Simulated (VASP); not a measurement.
# Cs (P4/mmm) in VASP: single point with PBE

Aim: the single point of Cs with PBE.

All numbers are computed with VASP 6.6.1; they aren't measurements. Logs are shortened: lines on timing, memory, paths and dates and some standing lists are left out, and cuts for length are marked.

**1. The cell of the first run**

Symmetry: P4/mmm, No. 123, tetragonal system. Conventional cell: a = 5.187 Å, b = 5.187 Å, c = 5.318 Å, α = 90.00°, β = 90.00°, γ = 90.00°.

**2. Single point, PBE**

Contents of INCAR:

```
SYSTEM = Cs
PREC     = Accurate       ! precision mode
ENCUT    = 520            ! plane-wave cutoff, eV
EDIFF    = 1E-7           ! SCF threshold, eV
ISMEAR   = 0              ! smearing method
SIGMA    = 0.1            ! smearing width, eV
LREAL    = .FALSE.        ! projectors in reciprocal space
LASPH    = .TRUE.         ! aspherical terms in the spheres
NELM     = 80             ! most SCF steps
ALGO     = Normal         ! electronic algorithm
ISIF     = 2              ! what is computed and relaxed
LWAVE    = .FALSE.        ! write WAVECAR
LCHARG   = .FALSE.        ! write CHGCAR
GGA      = PE             ! functional
NBANDS   = 10             ! bands
```

Contents of KPOINTS:

```
regular mesh
0
G
  4 4 4
  0 0 0
```

Contents of POSCAR:

```
Cs
1.0
    5.1872294000      0.0000000000      0.0000000000
    0.0000000000      5.1872294000      0.0000000000
    0.0000000000      0.0000000000      5.3180331500
Cs
1
Direct
    0.5000000000      0.5000000000      0.0000000000
```

Potentials or basis: VASP PAW PBE potentials, release 64 (Cs_sv).

Command:

```sh
$ cat potpaw_PBE.64/Cs_sv/POTCAR > POTCAR
$ mpirun -np 1 vasp_std > vasp.out
```

OUTCAR:

```text
SYSTEM = Cs
   PREC = Accurate
   ENCUT = 520
   EDIFF = 1E-7
   ISMEAR = 0
   LREAL = .FALSE.
   LASPH = .TRUE.
   NELM = 80
   ISIF = 2
   GGA = PE

 ion  position               nearest neighbor table
   1  0.500  0.500  0.000-

  LATTYP: Found a simple tetragonal cell.
 ALAT       =     5.1872294000
 C/A-ratio  =     1.0252164961

  Lattice vectors:

 A1 = (   5.1872294000,   0.0000000000,   0.0000000000)
 A2 = (   0.0000000000,   5.1872294000,   0.0000000000)
 A3 = (   0.0000000000,   0.0000000000,   5.3180331500)

Analysis of symmetry for initial positions (statically):
=====================================================================
 Subroutine PRICEL returns:
 Original cell was already a primitive cell.

 Routine SETGRP: Setting up the symmetry group for a
 simple tetragonal supercell.

 Subroutine GETGRP returns: Found 16 space group operations
 (whereof 16 operations were pure point group operations)
 out of a pool of 16 trial point group operations.

The static configuration has the point symmetry D_4h.

Analysis of symmetry for dynamics (positions and initial velocities):
=====================================================================
 Subroutine PRICEL returns:
 Original cell was already a primitive cell.

 Routine SETGRP: Setting up the symmetry group for a
 simple tetragonal supercell.

 Subroutine GETGRP returns: Found 16 space group operations
 (whereof 16 operations were pure point group operations)
 out of a pool of 16 trial point group operations.

The dynamic configuration has the point symmetry D_4h.

 Subroutine INISYM returns: Found 16 space group operations
 (whereof 16 operations are pure point group operations),
 and found     1 'primitive' translations

----------------------------------------------------------------------------------------

                                     Primitive cell

  volume of cell :     143.0942

  direct lattice vectors                    reciprocal lattice vectors
     5.187229400  0.000000000  0.000000000     0.192781141  0.000000000  0.000000000
     0.000000000  5.187229400  0.000000000     0.000000000  0.192781141  0.000000000
     0.000000000  0.000000000  5.318033150     0.000000000  0.000000000  0.188039445

  length of vectors
     5.187229400  5.187229400  5.318033150     0.192781141  0.192781141  0.188039445

  position of ions in fractional coordinates (direct lattice)
     0.500000000  0.500000000  0.000000000

  ion indices of the primitive-cell ions
   primitive index   ion index
                 1           1
[... 71 lines left out ...]
   ISIF   =      2    stress and relaxation
   ISYM   =      2    0-nonsym 1-usesym 2-fastsym
   POTIM  = 0.5000    time-step for ionic-motion
   TEBEG  =    0.0;   TEEND  =   0.0 temperature during run
   PSTRESS=    0.0 pullay stress
   NELECT =       9.0000    total number of electrons
   NUPDOWN=      -1.0000    fix difference up-down
   EMIN   =  10.00;   EMAX   =-10.00  energy-range for DOS
   EFERMI =   0.00;   METHOD = LEGACY
   ISMEAR =     0;   SIGMA  =   0.10  broadening in eV -4-tet -1-fermi 0-gaus
   EFERMI_NEDOS =   21; number of points for ismear=-14 and -15
   IALGO  =     38    algorithm
   IMIX   =      4    mixing-type and parameters
     AMIX     =   0.40;   BMIX     =  1.00
     AMIX_MAG =   1.60;   BMIX_MAG =  1.00
  volume/ion in A,a.u.               =     143.09       965.65
  Fermi-wavevector in a.u.,A,eV,Ry     =   0.651051  1.230308  5.767066  0.423867
  Thomas-Fermi vector in A             =   1.720527
   LORBIT       =      0    0 simple, 1 ext, 2 COOP (PROOUT), +10 PAW based schemes
   GGA     = PE    functional components
   LHFCALC =     F    Hartree Fock is set to
   AEXX    =    0.0000 exact exchange contribution
   IVDW    =     0    specifies the selected vdW correction
   LEPSILON=     F    determine dielectric tensor
   LRPA    =     F    only Hartree local field effects (RPA)
 non-spin polarized calculation
 Gauss-broadening in eV      SIGMA  =   0.10
  energy-cutoff  :      520.00
  volume of cell :      143.09
 maximum number of plane-waves:      3880
 NGX is ok and might be reduce to    40
   NGX = 19   NGY = 19   NGZ = 19

 number of electron       8.9999999 magnetization

 Free energy of the ion-electron system (eV)
  ---------------------------------------------------
  ext. energy  EPLUGINS =         0.00000000
  ---------------------------------------------------
  free energy    TOTEN  =        -0.76177994 eV

  energy without entropy =       -0.75586184  energy(sigma->0) =       -0.75882089

 E-fermi :   0.1888     XC(G=0):  -4.8697

 val. band max:       -0.1864219486   @ k =   0.5000   0.0000   0.0000
 cond. band min:       0.2183383592   @ k =   0.2500   0.0000   0.5000
 fundamental gap:      0.4047603078
 Fermi energy:         0.1887655258

 k-point     1 :       0.0000    0.0000    0.0000
  band No.  band energies     occupation
      1     -24.1055      2.00000
      2     -10.8662      2.00000
      3     -10.8505      2.00000
      4     -10.8505      2.00000
      5      -1.4757      2.00000
      6       1.3520      0.00000
      7       1.3793      0.00000
      8       3.9164      0.00000
      9       3.9165      0.00000
     10       4.0017      0.00000
[... 209 lines left out ...]
 k-point    18 :       0.5000    0.5000    0.5000
  band No.  band energies     occupation
      1     -24.0946      2.00000
      2     -10.9415      2.00000
      3     -10.9415      2.00000
      4     -10.9304      2.00000
      5       1.0777      0.00000
      6       1.1614      0.00000
      7       1.1614      0.00000
      8       2.8778      0.00000
      9       3.3381      0.00000
     10       3.3450      0.00000

------------------------ aborting loop because EDIFF is reached ----------------------------------------

  FORCE on cell =-STRESS in cart. coord.  units (eV):
  Direction    XX          YY          ZZ          XY          YZ          ZX
  --------------------------------------------------------------------------------------
  -------------------------------------------------------------------------------------
  Total       -0.1219314     -0.1219314     -0.1275179      0.0000000     -0.0000000      0.0000000
  in kB       -1.3652245     -1.3652245     -1.4277754      0.0000000     -0.0000000      0.0000000
  external PRESSURE =      -1.3860748 kB  Pullay stress =       0.0000000 kB

 VOLUME and BASIS-vectors are now :
 -----------------------------------------------------------------------------
  energy-cutoff  :      520.00
  volume of cell :      143.09
      direct lattice vectors                 reciprocal lattice vectors
     5.187229400  0.000000000  0.000000000     0.192781141  0.000000000  0.000000000
     0.000000000  5.187229400  0.000000000     0.000000000  0.192781141  0.000000000
     0.000000000  0.000000000  5.318033150     0.000000000  0.000000000  0.188039445

 POSITION                                       TOTAL-FORCE (eV/Angst)
 -----------------------------------------------------------------------------------
      2.59361      2.59361      0.00000         0.000000      0.000000      0.000000
 -----------------------------------------------------------------------------------
    total drift:                                0.000000     -0.000000     -0.000000

  FREE ENERGIE OF THE ION-ELECTRON SYSTEM (eV)
  ---------------------------------------------------
  free  energy   TOTEN  =        -0.7617799444 eV

  energy  without entropy=       -0.7558618427  energy(sigma->0) =       -0.75882089
```

OSZICAR:

```text
N       E                     dE             d eps       ncg     rms          rms(c)
DAV:   1     0.636848948741E+02    0.63685E+02   -0.28345E+03   360   0.582E+02
DAV:   2     0.523690122351E+01   -0.58448E+02   -0.56576E+02   474   0.108E+02
DAV:   3    -0.662925818845E+00   -0.58998E+01   -0.58953E+01   412   0.444E+01
DAV:   4    -0.760456371196E+00   -0.97531E-01   -0.97519E-01   482   0.661E+00
DAV:   5    -0.760954989097E+00   -0.49862E-03   -0.49861E-03   518   0.419E-01    0.129E-01
DAV:   6    -0.761165454981E+00   -0.21047E-03   -0.11071E-03   510   0.157E-01    0.929E-02
DAV:   7    -0.761722497484E+00   -0.55704E-03   -0.40322E-03   478   0.308E-01    0.380E-02
DAV:   8    -0.761769350917E+00   -0.46853E-04   -0.13461E-04   426   0.715E-02    0.694E-03
DAV:   9    -0.761778663820E+00   -0.93129E-05   -0.86457E-06   430   0.129E-02    0.459E-03
DAV:  10    -0.761779615535E+00   -0.95171E-06   -0.32718E-06   404   0.838E-03    0.106E-03
DAV:  11    -0.761779850572E+00   -0.23504E-06   -0.11376E-07   482   0.170E-03    0.371E-04
DAV:  12    -0.761779944442E+00   -0.93870E-07   -0.22812E-08   284   0.660E-04
   1 F= -.76177994E+00 E0= -.75882089E+00  d E =-.591810E-02
```

stdout:

```text
POSCAR found type information on POSCAR Cs
 POSCAR found :  1 types and       1 ions
 scaLAPACK will be used
 LDA part: xc-table for (Slater+PW92), standard interpolation
 POSCAR, INCAR and KPOINTS ok, starting setup
 FFT: planning ... GRIDC
 FFT: planning ... GRID_SOFT
 FFT: planning ... GRID
 WAVECAR not read
 entering main loop
```

Run time: 19 s. Hardware: 1 thread of Intel Xeon Platinum 8488C (Sapphire Rapids), shared host; peak memory 0.23 GiB.

What came out:

| Property | Result |
| --- | --- |
| Free energy | -0.7618 eV |
| Pressure | -0.1 GPa |

Levels at points of the mesh, in eV from the Fermi level:
```
           k point  band 1  band 2  band 3  band 4  band 5  band 6  band 7  band 8  band 9
(0.00, 0.00, 0.00)  -24.29  -11.05  -11.04  -11.04   -1.66    1.16    1.19    3.73    3.73
(0.50, 0.00, 0.00)  -24.29  -11.15  -11.04  -11.03   -0.38    0.20    1.57    2.43    2.57
(0.50, 0.50, 0.00)  -24.29  -11.14  -11.14  -11.04    0.28    0.93    1.62    1.62    2.76
(0.00, 0.00, 0.50)  -24.29  -11.15  -11.03  -11.03   -0.46    0.14    1.53    2.60    2.60
(0.50, 0.00, 0.50)  -24.29  -11.14  -11.13  -11.02    0.28    0.84    1.53    1.55    2.84
(0.50, 0.50, 0.50)  -24.28  -11.13  -11.13  -11.12    0.89    0.97    0.97    2.69    3.15
```

Caveat: spin-orbit coupling is left out, which moves the levels of the heavy elements.
